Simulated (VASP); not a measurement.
# Ti2C (R-3m) in VASP: notebook

Runs on Ti2C. Level: PBEsol. Tasks: single point.

Everything below comes from runs of VASP 6.6.1. Logs are shortened: lines on timing, memory, paths and dates and some standing lists are left out, and cuts for length are marked.

**1. The cell of the first run**

The structure is trigonal, space group R-3m (No. 166). Conventional cell: a = 3.205 Å, b = 3.205 Å, c = 15.034 Å, α = 90.00°, β = 90.00°, γ = 120.00°. Ti (site symmetry 3m) has 3 C at 2.20 Å and 12 Ti at 3.01 to 3.22 Å within 3.3 Å. Within 2.9 Å of C (site symmetry -3m) lie 6 Ti at 2.20 Å.

**2. Single point, PBEsol (strain +0.050 along x and y, +0.050 along z)**

Input file INCAR:

```
PREC = Accurate ; ENCUT = 520
EDIFF = 1E-6 ; ISMEAR = 0
SIGMA = 0.15 ; LREAL = False
LASPH = True ; NELM = 80
ALGO = Normal ; ISIF = 2
LWAVE = False ; LCHARG = False
GGA = PS ; NBANDS = 21
```

Input file KPOINTS:

```
regular mesh
0
Gamma
  18 18 18
```

Input file POSCAR:

```
Ti2C
1.0
    1.6027237751      0.9253330030      5.0113800812
   -1.6027237751      0.9253330030      5.0113800812
    0.0000000000     -1.8506660060      5.0113800812
Ti C
2 1
Direct
    0.2458180109      0.2458180109      0.2458180109
    0.7541819891      0.7541819891      0.7541819891
    0.5000000000      0.5000000000      0.5000000000
```

Potentials or basis: VASP PAW PBE potentials, release 64 (Ti_sv, C).

Run with:

```console
$ cat potpaw_PBE.64/Ti_sv/POTCAR potpaw_PBE.64/C/POTCAR > POTCAR
$ mpirun -np 1 vasp_std > vasp.out
```

OUTCAR:

```text
PREC = Accurate
   ENCUT = 520
   EDIFF = 1E-6
   ISMEAR = 0
   LREAL = False
   LASPH = True
   NELM = 80
   ISIF = 2
   GGA = PS

 ion  position               nearest neighbor table
   1  0.246  0.246  0.246-   3 2.20   3 2.20   3 2.20
   2  0.754  0.754  0.754-   3 2.20   3 2.20   3 2.20
   3  0.500  0.500  0.500-   1 2.20   1 2.20   2 2.20   2 2.20   1 2.20   2 2.20

  LATTYP: Found a trigonal (rhomboedric) cell.
 ALAT       =     5.3421807330
 COS(alpha) =     0.8199843757

  Lattice vectors:

 A1 = (   1.6027237751,   0.9253330030,   5.0113800812)
 A2 = (  -1.6027237751,   0.9253330030,   5.0113800812)
 A3 = (   0.0000000000,  -1.8506660060,   5.0113800812)

Analysis of symmetry for initial positions (statically):
=====================================================================
 Subroutine PRICEL returns:
 Original cell was already a primitive cell.

 Routine SETGRP: Setting up the symmetry group for a
 trigonal (rhombohedral) supercell.

 Subroutine GETGRP returns: Found 12 space group operations
 (whereof 12 operations were pure point group operations)
 out of a pool of 12 trial point group operations.

The static configuration has the point symmetry D_3d.

Analysis of symmetry for dynamics (positions and initial velocities):
=====================================================================
 Subroutine PRICEL returns:
 Original cell was already a primitive cell.

 Routine SETGRP: Setting up the symmetry group for a
 trigonal (rhombohedral) supercell.

 Subroutine GETGRP returns: Found 12 space group operations
 (whereof 12 operations were pure point group operations)
 out of a pool of 12 trial point group operations.

The dynamic configuration has the point symmetry D_3d.

 Subroutine INISYM returns: Found 12 space group operations
 (whereof 12 operations are pure point group operations),
 and found     1 'primitive' translations

----------------------------------------------------------------------------------------

                                     Primitive cell

  volume of cell :      44.5929

  direct lattice vectors                    reciprocal lattice vectors
     1.602723775  0.925333003  5.011380081     0.311968917  0.180115338  0.066515277
    -1.602723775  0.925333003  5.011380081    -0.311968917  0.180115338  0.066515277
     0.000000000 -1.850666006  5.011380081     0.000000000 -0.360230676  0.066515277

  length of vectors
     5.342180733  5.342180733  5.342180733     0.366320109  0.366320109  0.366320109

  position of ions in fractional coordinates (direct lattice)
     0.245818011  0.245818011  0.245818011
     0.754181989  0.754181989  0.754181989
     0.500000000  0.500000000  0.500000000

  ion indices of the primitive-cell ions
   primitive index   ion index
                 1           1
                 2           2
                 3           3

----------------------------------------------------------------------------------------

 KPOINTS: regular mesh

Automatic generation of k-mesh.
 Grid dimensions read from file:
 generate k-points for:   18   18   18

 Generating k-lattice:

  Cartesian coordinates                     Fractional coordinates (reciprocal lattice)
     0.017331606  0.010006408  0.003695293     0.055555556  0.000000000  0.000000000
    -0.017331606  0.010006408  0.003695293     0.000000000  0.055555556  0.000000000
     0.000000000 -0.020012815  0.003695293     0.000000000  0.000000000  0.055555556

  Length of vectors
     0.020351117  0.020351117  0.020351117

  Shift w.r.t. Gamma in fractional coordinates (k-lattice)
     0.000000000  0.000000000  0.000000000

 Subroutine IBZKPT returns following result:
 ===========================================

 Found    580 irreducible k-points:

 Following reciprocal coordinates:
            Coordinates               Weight
  0.000000  0.000000  0.000000      1.000000
  0.055556  0.000000  0.000000      6.000000
  0.111111  0.000000  0.000000      6.000000
  0.166667 -0.000000  0.000000      6.000000
  0.222222 -0.000000  0.000000      6.000000
  0.277778 -0.000000  0.000000      6.000000
[... 16 lines left out ...]
 -0.277778  0.055556 -0.000000     12.000000
 -0.222222  0.055556 -0.000000     12.000000
 [... further k-points ...]
   k-points           NKPTS =    580   k-points in BZ     NKDIM =    580   number of bands    NBANDS=     21
   number of dos      NEDOS =    301   number of ions     NIONS =      3
   total plane-waves  NPLWV =  64000
   dimension x,y,z NGX =    40 NGY =   40 NGZ =   40
   dimension x,y,z NGXF=    80 NGYF=   80 NGZF=   80
   ions per type =               2   1
   NGX,Y,Z   is equivalent  to a cutoff of  12.45, 12.45, 12.45 a.u.
   NGXF,Y,Z  is equivalent  to a cutoff of  24.90, 24.90, 24.90 a.u.
 SYSTEM =  unknown system
   PREC   = accura    normal or accurate (medium, high low for compatibility)
   ISTART =      0    job   : 0-new  1-cont  2-samecut
   ICHARG =      2    charge: 1-file 2-atom 10-const
   ISPIN  =      1    spin polarized calculation?
   LNONCOLLINEAR =      F non collinear calculations
   LSORBIT =      F    spin-orbit coupling
   LASPH  =      T    aspherical Exc in radial PAW
   ENCUT  =  520.0 eV  38.22 Ry    6.18 a.u.   9.93  9.93  9.93*2*pi/ulx,y,z
   NELM   =     80;   NELMIN=  2; NELMDL= -5     # of ELM steps
   EDIFF  = 0.1E-05   stopping-criterion for ELM
   LREAL  =      F    real-space projection
   EDIFFG = 0.1E-04   stopping-criterion for IOM
   NSW    =      0    number of steps for IOM
   IBRION =     -1    ionic relax: 0-MD 1-quasi-New 2-CG
   NFREE  =      0    steps in history (QN), initial steepest desc. (CG)
   ISIF   =      2    stress and relaxation
   ISYM   =      2    0-nonsym 1-usesym 2-fastsym
   POTIM  = 0.5000    time-step for ionic-motion
   TEBEG  =    0.0;   TEEND  =   0.0 temperature during run
   PSTRESS=    0.0 pullay stress
   NELECT =      28.0000    total number of electrons
   NUPDOWN=      -1.0000    fix difference up-down
   EMIN   =  10.00;   EMAX   =-10.00  energy-range for DOS
   EFERMI =   0.00;   METHOD = LEGACY
   ISMEAR =     0;   SIGMA  =   0.15  broadening in eV -4-tet -1-fermi 0-gaus
   EFERMI_NEDOS =   21; number of points for ismear=-14 and -15
   IALGO  =     38    algorithm
   IMIX   =      4    mixing-type and parameters
     AMIX     =   0.40;   BMIX     =  1.00
     AMIX_MAG =   1.60;   BMIX_MAG =  1.00
  volume/ion in A,a.u.               =      14.86       100.31
  Fermi-wavevector in a.u.,A,eV,Ry     =   1.401864  2.649138 26.738459  1.965221
  Thomas-Fermi vector in A             =   2.524682
   LORBIT       =      0    0 simple, 1 ext, 2 COOP (PROOUT), +10 PAW based schemes
   GGA     = PS    functional components
   LHFCALC =     F    Hartree Fock is set to
   AEXX    =    0.0000 exact exchange contribution
   IVDW    =     0    specifies the selected vdW correction
   LEPSILON=     F    determine dielectric tensor
   LRPA    =     F    only Hartree local field effects (RPA)
 non-spin polarized calculation
 Gauss-broadening in eV      SIGMA  =   0.15
  energy-cutoff  :      520.00
  volume of cell :       44.59
 maximum number of plane-waves:      1217
   NGX = 19   NGY = 19   NGZ = 19

 number of electron      27.9999998 magnetization

 Free energy of the ion-electron system (eV)
  ---------------------------------------------------
  ext. energy  EPLUGINS =         0.00000000
  ---------------------------------------------------
  free energy    TOTEN  =       -27.98713569 eV

  energy without entropy =      -27.96067155  energy(sigma->0) =      -27.97390362

 E-fermi :   7.0674     XC(G=0): -11.3999

 val. band max:        7.0641508240   @ k =  -0.4444   0.2222   0.0556
 cond. band min:       7.0691742755   @ k =  -0.3889  -0.4444   0.3333
 fundamental gap:      0.0050234516
 Fermi energy:         7.0673697453

 k-point     1 :       0.0000    0.0000    0.0000
  band No.  band energies     occupation
      1     -49.7332      2.00000
      2     -49.6732      2.00000
      3     -26.2900      2.00000
      4     -25.9287      2.00000
      5     -25.9287      2.00000
      6     -25.9187      2.00000
[... 13 lines left out ...]
     20       9.5939      0.00000
     21      10.5252      0.00000

 k-point     2 :       0.0556    0.0000    0.0000
  band No.  band energies     occupation
      1     -49.7320      2.00000
      2     -49.6729      2.00000
      3     -26.2864      2.00000
      4     -25.9365      2.00000
      5     -25.9302      2.00000
      6     -25.9190      2.00000
[... 13 lines left out ...]
     20       9.6086      0.00000
     21      10.5727      0.00000

 k-point     3 :       0.1111    0.0000    0.0000
  band No.  band energies     occupation
      1     -49.7285      2.00000
      2     -49.6720      2.00000
      3     -26.2760      2.00000
      4     -25.9564      2.00000
      5     -25.9346      2.00000
      6     -25.9228      2.00000
[... 13 lines left out ...]
     20       9.6617      0.00000
     21      10.6898      0.00000

 k-point     4 :       0.1667   -0.0000    0.0000
  band No.  band energies     occupation
      1     -49.7229      2.00000
      2     -49.6707      2.00000
      3     -26.2595      2.00000
      4     -25.9854      2.00000
      5     -25.9412      2.00000
      6     -25.9337      2.00000
[... 13 lines left out ...]
     20       9.7575      0.00000
     21      10.8629      0.00000

 k-point     5 :       0.2222   -0.0000    0.0000
  band No.  band energies     occupation
      1     -49.7157      2.00000
      2     -49.6694      2.00000
      3     -26.2380      2.00000
      4     -26.0205      2.00000
      5     -25.9683      2.00000
      6     -25.9493      2.00000
[... 13 lines left out ...]
     20       9.8488      0.00000
     21      11.1427      0.00000
[... 382 lines left out ...]
     20      10.0383      0.00000
     21      10.5850      0.00000

 k-point    22 :      -0.3333    0.0556    0.0000
  band No.  band energies     occupation
      1     -49.6954      2.00000
      2     -49.6681      2.00000
      3     -26.1789      2.00000
      4     -26.1069      2.00000
      5     -26.0505      2.00000
      6     -25.9896      2.00000
[... 13 lines left out ...]
     20       9.9779      0.00000
     21      11.0084      0.00000

 k-point    23 :      -0.2778    0.0556   -0.0000
  band No.  band energies     occupation
      1     -49.7035      2.00000
      2     -49.6677      2.00000
      3     -26.2025      2.00000
      4     -26.0749      2.00000
      5     -26.0253      2.00000
      6     -25.9717      2.00000
[... 13 lines left out ...]
     20       9.9723      0.00000
     21      11.3494      0.00000

 k-point    24 :      -0.2222    0.0556   -0.0000
  band No.  band energies     occupation
      1     -49.7116      2.00000
      2     -49.6683      2.00000
      3     -26.2270      2.00000
      4     -26.0387      2.00000
      5     -25.9933      2.00000
      6     -25.9571      2.00000
[... 13 lines left out ...]
     20       9.9536      0.00000
     21      11.2008      0.00000

 [... further k-points ...]

------------------------ aborting loop because EDIFF is reached ----------------------------------------

  FORCE on cell =-STRESS in cart. coord.  units (eV):
  Direction    XX          YY          ZZ          XY          YZ          ZX
  --------------------------------------------------------------------------------------
  -------------------------------------------------------------------------------------
  Total       -5.9712648     -5.9712648     -5.7199272      0.0000000      0.0000000      0.0000000
  in kB     -214.5416374   -214.5416374   -205.5113251      0.0000000      0.0000000      0.0000000
  external PRESSURE =    -211.5315333 kB  Pullay stress =       0.0000000 kB

 VOLUME and BASIS-vectors are now :
 -----------------------------------------------------------------------------
  energy-cutoff  :      520.00
  volume of cell :       44.59
      direct lattice vectors                 reciprocal lattice vectors
     1.602723775  0.925333003  5.011380081     0.311968917  0.180115338  0.066515277
    -1.602723775  0.925333003  5.011380081    -0.311968917  0.180115338  0.066515277
     0.000000000 -1.850666006  5.011380081     0.000000000 -0.360230676  0.066515277

 POSITION                                       TOTAL-FORCE (eV/Angst)
 -----------------------------------------------------------------------------------
      0.00000      0.00000      3.69566         0.000000      0.000000     -1.294474
      0.00000      0.00000     11.33848         0.000000     -0.000000      1.294474
      0.00000      0.00000      7.51707         0.000000      0.000000     -0.000000
 -----------------------------------------------------------------------------------
    total drift:                                0.000000     -0.000000      0.000000

  FREE ENERGIE OF THE ION-ELECTRON SYSTEM (eV)
  ---------------------------------------------------
  free  energy   TOTEN  =       -27.9871356906 eV

  energy  without entropy=      -27.9606715478  energy(sigma->0) =      -27.97390362
```

It took 18 min on 1 thread of Intel Xeon Platinum 8124M at 3.00GHz (Skylake/Cascade Lake), shared host; peak memory 0.61 GiB.

Results:

* Free energy: -27.9871 eV
* Pressure: -21.2 GPa
* Largest force: 1.294 eV/Å
* Band gap on the k mesh: zero (bands 14 and 15 overlap by 0.84 eV)

Forces on the atoms (eV/Å):
```
Ti   0.000  0.000 -1.294
Ti   0.000  0.000  1.294
C    0.000  0.000  0.000
```

Levels at points of the mesh, in eV from the Fermi level:
| k point | band 12 | band 13 | band 14 | band 15 | band 16 | band 17 |
| --- | --- | --- | --- | --- | --- | --- |
| (0.00, 0.00, 0.00) | -2.24 | -2.11 | 0.43 | 0.43 | 0.84 | 1.63 |
| (0.50, 0.00, 0.00) | -2.21 | -1.11 | -0.87 | 0.07 | 1.55 | 2.27 |
| (0.50, 0.50, 0.00) | -2.34 | -1.39 | -0.85 | 0.70 | 2.10 | 2.41 |
| (0.50, 0.50, 0.50) | -2.10 | -0.81 | 0.09 | 0.75 | 0.75 | 1.50 |

Caveat: the cell differs from its parent crystal (strain +0.050 along x and y, +0.050 along z); the cell stands under tension; the PAW data sets were made with another functional, which shifts forces and pressure a little.

[end of part 1 of 2]
